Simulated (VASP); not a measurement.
# Mo2C3 (P-62m) in VASP: single point with PBE

Aim: the single point of Mo2C3 with PBE.

Program: VASP 6.6.1. These are calculated values, not measurements. Logs are shortened: lines on timing, memory, paths and dates and some standing lists are left out, and cuts for length are marked.

### 1 The cell of the first run

Symmetry: P-62m, No. 189, hexagonal system. The conventional cell has a = 4.378 Å, b = 4.378 Å, c = 2.947 Å, α = 90.00°, β = 90.00°, γ = 120.00°. Within 3.1 Å of Mo (site symmetry -6) lie 12 C at 2.31 to 3.07 Å and 5 Mo at 2.53 to 2.95 Å. C (site symmetry m2m) has 2 C at 1.62 Å within 2.2 Å.

### 2 Single point, PBE

INCAR reads:

```
SYSTEM = Mo2C3
PREC     = Accurate       ! precision mode
ENCUT    = 600            ! plane-wave cutoff, eV
EDIFF    = 1E-6           ! SCF threshold, eV
ISMEAR   = 0              ! smearing method
SIGMA    = 0.1            ! smearing width, eV
LREAL    = .FALSE.        ! projectors in reciprocal space
LASPH    = .TRUE.         ! aspherical terms in the spheres
NELM     = 120            ! most SCF steps
ALGO     = Normal         ! electronic algorithm
ISIF     = 2              ! what is computed and relaxed
LWAVE    = .FALSE.        ! write WAVECAR
LCHARG   = .TRUE.         ! write CHGCAR
GGA      = PE             ! functional
LELF     = .TRUE.         ! ELF
LVHAR    = .TRUE.       
NBANDS   = 28             ! bands
GGA_COMPAT= .FALSE.
```

KPOINTS reads:

```
Automatic mesh
0
G
  15 15 15
  0 0 0
```

POSCAR reads:

```
Mo2C3
1.0
    4.3776053276      0.0000000000      0.0000000000
   -2.1888026638      3.7911174215      0.0000000000
    0.0000000000      0.0000000000      2.9465854805
Mo C
2 3
Direct
    0.3333333333      0.6666666667      0.0000000000
    0.6666666667      0.3333333333      0.0000000000
    0.2136634378      0.2136634378      0.5000000000
    0.7863365622      0.0000000000      0.5000000000
    0.0000000000      0.7863365622      0.5000000000
```

Potentials or basis: VASP PAW PBE potentials, release 64 (Mo_sv, C).

Run with:

```bash
> cat potpaw_PBE.64/Mo_sv/POTCAR potpaw_PBE.64/C/POTCAR > POTCAR
> mpirun -np 1 vasp_std > vasp.out
```

OUTCAR:

```text
SYSTEM = Mo2C3
   PREC = Accurate
   ENCUT = 600
   EDIFF = 1E-6
   ISMEAR = 0
   LREAL = .FALSE.
   LASPH = .TRUE.
   NELM = 120
   ISIF = 2
   GGA = PE

 ion  position               nearest neighbor table
   1  0.333  0.667  0.000-   5 2.31   5 2.31   4 2.31   4 2.31   3 2.31   3 2.31   2 2.53   2 2.53
                             2 2.53
   2  0.667  0.333  0.000-   4 2.31   4 2.31   5 2.31   5 2.31   3 2.31   3 2.31   1 2.53   1 2.53
                             1 2.53
   3  0.214  0.214  0.500-   4 1.62   5 1.62   2 2.31   2 2.31   1 2.31   1 2.31
   4  0.786  0.000  0.500-   3 1.62   5 1.62   2 2.31   2 2.31   1 2.31   1 2.31
   5  0.000  0.786  0.500-   4 1.62   3 1.62   1 2.31   1 2.31   2 2.31   2 2.31

  LATTYP: Found a hexagonal cell.
 ALAT       =     4.3776053276
 C/A-ratio  =     0.6731044167

  Lattice vectors:

 A1 = (   4.3776053276,   0.0000000000,   0.0000000000)
 A2 = (  -2.1888026638,   3.7911174215,   0.0000000000)
 A3 = (   0.0000000000,   0.0000000000,   2.9465854805)

Analysis of symmetry for initial positions (statically):
=====================================================================
 Subroutine PRICEL returns:
 Original cell was already a primitive cell.

 Routine SETGRP: Setting up the symmetry group for a
 hexagonal supercell.

 Subroutine GETGRP returns: Found 12 space group operations
 (whereof 12 operations were pure point group operations)
 out of a pool of 24 trial point group operations.

The static configuration has the point symmetry D_3h.

Analysis of symmetry for dynamics (positions and initial velocities):
=====================================================================
 Subroutine PRICEL returns:
 Original cell was already a primitive cell.

 Routine SETGRP: Setting up the symmetry group for a
 hexagonal supercell.

 Subroutine GETGRP returns: Found 12 space group operations
 (whereof 12 operations were pure point group operations)
 out of a pool of 24 trial point group operations.

The dynamic configuration has the point symmetry D_3h.

 Subroutine INISYM returns: Found 12 space group operations
 (whereof 12 operations are pure point group operations),
 and found     1 'primitive' translations

----------------------------------------------------------------------------------------

                                     Primitive cell

[... 96 lines left out ...]
   EDIFF  = 0.1E-05   stopping-criterion for ELM
   LREAL  =      F    real-space projection
   EDIFFG = 0.1E-04   stopping-criterion for IOM
   NSW    =      0    number of steps for IOM
   IBRION =     -1    ionic relax: 0-MD 1-quasi-New 2-CG
   NFREE  =      0    steps in history (QN), initial steepest desc. (CG)
   ISIF   =      2    stress and relaxation
   ISYM   =      2    0-nonsym 1-usesym 2-fastsym
   POTIM  = 0.5000    time-step for ionic-motion
   TEBEG  =    0.0;   TEEND  =   0.0 temperature during run
   PSTRESS=    0.0 pullay stress
   NELECT =      40.0000    total number of electrons
   NUPDOWN=      -1.0000    fix difference up-down
   EMIN   =  10.00;   EMAX   =-10.00  energy-range for DOS
   EFERMI =   0.00;   METHOD = LEGACY
   ISMEAR =     0;   SIGMA  =   0.10  broadening in eV -4-tet -1-fermi 0-gaus
   EFERMI_NEDOS =   21; number of points for ismear=-14 and -15
   IALGO  =     38    algorithm
   IMIX   =      4    mixing-type and parameters
     AMIX     =   0.40;   BMIX     =  1.00
     AMIX_MAG =   1.60;   BMIX_MAG =  1.00
  volume/ion in A,a.u.               =       9.78        66.00
  Fermi-wavevector in a.u.,A,eV,Ry     =   1.531042  2.893250 31.893289  2.344091
  Thomas-Fermi vector in A             =   2.638442
   LORBIT       =      0    0 simple, 1 ext, 2 COOP (PROOUT), +10 PAW based schemes
   GGA     = PE    functional components
   LHFCALC =     F    Hartree Fock is set to
   AEXX    =    0.0000 exact exchange contribution
   IVDW    =     0    specifies the selected vdW correction
   LEPSILON=     F    determine dielectric tensor
   LRPA    =     F    only Hartree local field effects (RPA)
 non-spin polarized calculation
 Gauss-broadening in eV      SIGMA  =   0.10
  energy-cutoff  :      600.00
  volume of cell :       48.90
 maximum number of plane-waves:      1651
 NGX is ok and might be reduce to    36
   NGX = 17   NGY = 17   NGZ = 11

 number of electron      39.9999998 magnetization

 Free energy of the ion-electron system (eV)
  ---------------------------------------------------
  ext. energy  EPLUGINS =         0.00000000
  ---------------------------------------------------
  free energy    TOTEN  =       -44.34341120 eV

  energy without entropy =      -44.33433554  energy(sigma->0) =      -44.33887337

 E-fermi :  11.5733     XC(G=0): -13.3170

 val. band max:       11.5667133540   @ k =   0.3333   0.2000   0.3333
 cond. band min:      11.5744554272   @ k =   0.2667  -0.0000   0.2000
 fundamental gap:      0.0077420733
 Fermi energy:        11.5732934080

 k-point     1 :       0.0000    0.0000    0.0000
  band No.  band energies     occupation
      1     -49.5217      2.00000
      2     -49.1230      2.00000
      3     -24.1051      2.00000
      4     -24.1051      2.00000
      5     -23.4732      2.00000
      6     -23.1521      2.00000
[... 733 lines left out ...]
     27      16.6633      0.00000
     28      17.9056      0.00000

 [... further k-points ...]

------------------------ aborting loop because EDIFF is reached ----------------------------------------

  FORCE on cell =-STRESS in cart. coord.  units (eV):
  Direction    XX          YY          ZZ          XY          YZ          ZX
  --------------------------------------------------------------------------------------
  -------------------------------------------------------------------------------------
  Total        0.1826269      0.1826269      0.0205475      0.0000000      0.0000000      0.0000000
  in kB        5.9834606      5.9834606      0.6732025      0.0000000      0.0000000      0.0000000
  external PRESSURE =       4.2133746 kB  Pullay stress =       0.0000000 kB

 VOLUME and BASIS-vectors are now :
 -----------------------------------------------------------------------------
  energy-cutoff  :      600.00
  volume of cell :       48.90
      direct lattice vectors                 reciprocal lattice vectors
     4.377605328  0.000000000  0.000000000     0.228435395  0.131887237  0.000000000
    -2.188802664  3.791117422  0.000000000     0.000000000  0.263774473  0.000000000
     0.000000000  0.000000000  2.946585481     0.000000000  0.000000000  0.339375866

 POSITION                                       TOTAL-FORCE (eV/Angst)
 -----------------------------------------------------------------------------------
     -0.00000      2.52741      0.00000        -0.000000     -0.000000     -0.000000
      2.18880      1.26371      0.00000        -0.000000     -0.000000     -0.000000
      0.46767      0.81002      1.47329         0.013234      0.022921      0.000000
      3.44227      0.00000      1.47329        -0.026467     -0.000000      0.000000
     -1.72114      2.98109      1.47329         0.013234     -0.022921     -0.000000
 -----------------------------------------------------------------------------------
    total drift:                                0.000000      0.000000      0.000000

  FREE ENERGIE OF THE ION-ELECTRON SYSTEM (eV)
  ---------------------------------------------------
  free  energy   TOTEN  =       -44.3434112005 eV

  energy  without entropy=      -44.3343355424  energy(sigma->0) =      -44.33887337
```

OSZICAR:

```text
N       E                     dE             d eps       ncg     rms          rms(c)
DAV:   1     0.400724674773E+03    0.40072E+03   -0.26215E+04 12160   0.164E+03
DAV:   2    -0.302506073729E+02   -0.43098E+03   -0.42042E+03 13356   0.453E+02
DAV:   3    -0.475343828028E+02   -0.17284E+02   -0.16889E+02 15328   0.855E+01
DAV:   4    -0.477937750540E+02   -0.25939E+00   -0.25834E+00 14368   0.970E+00
DAV:   5    -0.477974014438E+02   -0.36264E-02   -0.36249E-02 15056   0.112E+00    0.325E+01
DAV:   6    -0.450712072044E+02    0.27262E+01   -0.22779E+01 13928   0.268E+01    0.838E+00
DAV:   7    -0.443872493022E+02    0.68396E+00   -0.33094E+00 13936   0.114E+01    0.781E+00
DAV:   8    -0.443471188247E+02    0.40130E-01   -0.27097E-01 13852   0.334E+00    0.111E+00
DAV:   9    -0.443434799284E+02    0.36389E-02   -0.21536E-02 14348   0.827E-01    0.270E-01
DAV:  10    -0.443433963019E+02    0.83627E-04   -0.26231E-03 13944   0.352E-01    0.508E-02
DAV:  11    -0.443434058532E+02   -0.95514E-05   -0.14124E-04 14964   0.689E-02    0.256E-02
DAV:  12    -0.443434105922E+02   -0.47390E-05   -0.13066E-05 14208   0.241E-02    0.409E-03
DAV:  13    -0.443434112005E+02   -0.60829E-06   -0.60465E-07  7896   0.582E-03
   1 F= -.44343411E+02 E0= -.44338873E+02  d E =-.907566E-02
```

stdout:

```text
POSCAR found type information on POSCAR MoC
 POSCAR found :  2 types and       5 ions
 scaLAPACK will be used
 LDA part: xc-table for (Slater+PW92), standard interpolation
 POSCAR, INCAR and KPOINTS ok, starting setup
 FFT: planning ... GRIDC
 FFT: planning ... GRID_SOFT
 FFT: planning ... GRID
 WAVECAR not read
 entering main loop
```

It took 6.3 min on 1 thread of Intel Xeon 8259CL, shared host; peak memory 0.4 GiB.

What came out:

- Free energy: -44.3434 eV
- Pressure: 0.4 GPa
- Largest force: 0.026 eV/Å
- Band gap on the k mesh: zero (bands 20 and 21 overlap by 2.10 eV)

Forces on the atoms (eV/Å):
```
Mo   0.000  0.000  0.000
Mo   0.000  0.000  0.000
C    0.013  0.023  0.000
C   -0.026  0.000  0.000
C    0.013 -0.023  0.000
```

Levels at points of the mesh, in eV from the Fermi level:
| k point | band 17 | band 18 | band 19 | band 20 | band 21 | band 22 | band 23 | band 24 |
| --- | --- | --- | --- | --- | --- | --- | --- | --- |
| (0.00, 0.00, 0.00) | -3.16 | -1.92 | -1.92 | -0.70 | -0.70 | 0.51 | 0.51 | 2.23 |
